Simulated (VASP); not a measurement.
Crystal: Zn3F.

```xyz
4
Lattice="3.5824 0.0000 0.0000 0.0000 3.5824 0.0000 0.0000 0.0000 3.5824" Properties=species:S:1:pos:R:3 pbc="T T T"
Zn    0.0000    1.7912    1.7912
Zn    1.7912    0.0000    1.7912
Zn    1.7912    1.7912    0.0000
F     0.0000    0.0000    0.0000
```

The cell was generated, and may not be a known phase.

* Program: VASP 6.6.1
* Task: relaxation of cell and atoms
* Functional: PBE
* Potentials or basis: VASP PAW PBE potentials, release 64 (Zn, F)
* Cutoff: 600 eV
* k mesh: 6 × 6 × 6
* Occupations: gaussian, width 0.1 eV
* Spin: no spin polarisation

At the start: pressure 34.2 GPa; volume 11.49 Å³/atom.

Problem. How do energy, volume and symmetry change on relaxing?

Solution. Over 4 steps the energy falls by 313.2 meV/atom and the volume is 15.43 Å³/atom (+34.3 %); space group Pm-3m (No. 221, to 0.1 Å) before and after.

The path:
```tsv
step	energy change (eV)	largest force (eV/Å)	pressure (GPa)	volume (Å³)
1	0.0000	0.0000	34.19	45.97
2	-1.2346	0.0000	-2.14	64.30
3	-1.2520	0.0000	0.46	61.22
4	-1.2527	0.0000	-0.01	61.74
```

Final structure:
```cif
data_structure
_symmetry_space_group_name_H-M 'P 1'
_symmetry_Int_Tables_number 1
_cell_length_a 3.9523
_cell_length_b 3.9523
_cell_length_c 3.9523
_cell_angle_alpha 90.000
_cell_angle_beta 90.000
_cell_angle_gamma 90.000
_cell_volume 61.74
loop_
_atom_site_label
_atom_site_type_symbol
_atom_site_fract_x
_atom_site_fract_y
_atom_site_fract_z
_atom_site_occupancy
Zn1 Zn 0.00000 0.50000 0.50000 1
Zn2 Zn 0.50000 0.00000 0.50000 1
Zn3 Zn 0.50000 0.50000 0.00000 1
F1 F 0.00000 0.00000 0.00000 1
```

Caveat: the volume moved by over 15 % at a fixed basis, so the end points are rough; an odd number of electrons without spin polarisation forces a metal; a magnetic or distorted state may lie lower.
